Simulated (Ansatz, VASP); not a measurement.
**AlFe in VASP and in Ansatz**

File INCAR:

```
ALGO = Normal ; EDIFF = 1E-7
ENCUT = 520 ; GGA_COMPAT = F
ISIF = 2 ; ISMEAR = 0
LASPH = T ; LCHARG = F
LMAXMIX = 4 ; LNONCOLLINEAR = T
LORBIT = 11 ; LORBMOM = T
LREAL = F ; LSORBIT = T
LWAVE = F ; MAGMOM = 0 0 0 0 0 0.84
NBANDS = 23 ; NELM = 150
PREC = Accurate ; SIGMA = 0.05
```

The input KPOINTS:

```
k-points
0
Gamma
  12 12 12
```

POSCAR

```
AlFe
1.0
    2.9100011415      0.0000000000      0.0000000000
    0.0000000000      2.9100011415      0.0000000000
    0.0000000000      0.0000000000      2.9100011415
Al Fe
1 1
Direct
    0.0000000000      0.0000000000      0.0000000000
    0.5000000000      0.5000000000      0.5000000000
```

Input for Ansatz:

```yaml
crystal:
  lattice:
    - [2.9100011415, 0.0, 0.0]
    - [0.0, 2.9100011415, 0.0]
    - [0.0, 0.0, 2.9100011415]
  atoms:
    - { symbol: Al, position: [0.0, 0.0, 0.0] }
    - { symbol: Fe, position: [0.5, 0.5, 0.5], spin: 0.84, spin_axis: [0.0, 0.0, 1.0] }
basis:
  ecutwfc: 420
  ecutrho_ratio: 4
kpoints:
  mp_grid: { grid: [12, 12, 12] }
hamiltonian:
  xc: lda
scf:
  occupations: { method: gaussian, width: 0.05 }
  lower_state_search: "off"
  convergence: { dr2_threshold: 1.0e-09 }
output:
  forces: true
  stress: true
  eigenvalues: true
  populations: true
magnetization:
  noncollinear: true
  spin_orbit: true
checkpoint:
  read: start.run
  write: ck
  compress: false
  write_wavefunctions: false
  write_every: 100000
```

Alike in both runs: task single point; functional LDA; k mesh 12 × 12 × 12; occupations gaussian, width 0.05 eV; non-collinear spin, spin-orbit coupling.

|  | VASP | Ansatz |
| --- | --- | --- |
| version | VASP 6.6.1 | Ansatz 0.2.0 |
| potentials or method | VASP PAW LDA potentials, release 64 (Al, Fe), cutoff 520 eV | plane waves, PAW |
| valence electrons in the cell | 11 | 19 |

|  | VASP | Ansatz | Ansatz less VASP |
| --- | --- | --- | --- |
| pressure (GPa) | -16.1 | -16.2 | -0.07 |
| net moment per atom (μB) | 0.33 | 0.37 | +0.036 |

LDA's correlation is that of Perdew and Zunger in VASP and of Perdew and Wang (1992) in Ansatz. VASP's potentials hold 11 valence electrons a cell and Ansatz's 19, so a difference there can come from the potentials and not from the codes. Ansatz's warnings: stress scf threshold loose.
